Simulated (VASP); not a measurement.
TiO2, 12 atoms in the cell. Symmetry: Pbcn, No. 60, orthorhombic system. The conventional cell has a = 4.465 Å, b = 5.399 Å, c = 4.848 Å, α = 90.00°, β = 90.00°, γ = 90.00°. Ti (site symmetry 2) has 6 O at 1.87 to 2.02 Å within 2.5 Å. O (site symmetry 1) has 4 Ti at 1.87 to 3.10 Å and 12 O at 2.51 to 2.92 Å within 3.2 Å.  This cell differs from its parent crystal: equal strain along all axes, cell held: -2.0 %, then relaxed in part.

* Program: VASP 6.6.1
* Task: single point
* Functional: r2SCAN
* Potentials or basis: VASP PAW PBE potentials, release 64 (Ti_sv, O)
* Cutoff: 520 eV
* k mesh: 6 × 4 × 6
* Occupations: gaussian, width 0.02 eV
* Spin: no spin polarisation
* Hubbard terms: Ti d U = 4.0 eV
* Dipole correction: no
* Further INCAR settings: ALGO = Normal; EDIFF = 1e-06; NBANDS = 60

Potentials or basis: VASP PAW PBE potentials, release 64 (Ti_sv, O).

Command:

```console
$ cat potpaw_PBE.64/Ti_sv/POTCAR potpaw_PBE.64/O/POTCAR > POTCAR
$ cp INCAR.step1 INCAR
$ mpirun -np 1 vasp_std > vasp.out
$ cp INCAR.step2 INCAR
$ mpirun -np 1 vasp_std > vasp.out
```

Hardware: 1 thread of Oxide Virtual Turin-like Processor, with other jobs on the host.

**Question.** Estimate the wall time of this run.

**Answer.** Run time: 62 min on 1 thread of Oxide Virtual Turin-like Processor, with other jobs on the host, peak memory 0.36 GiB. Counts: k points 48.
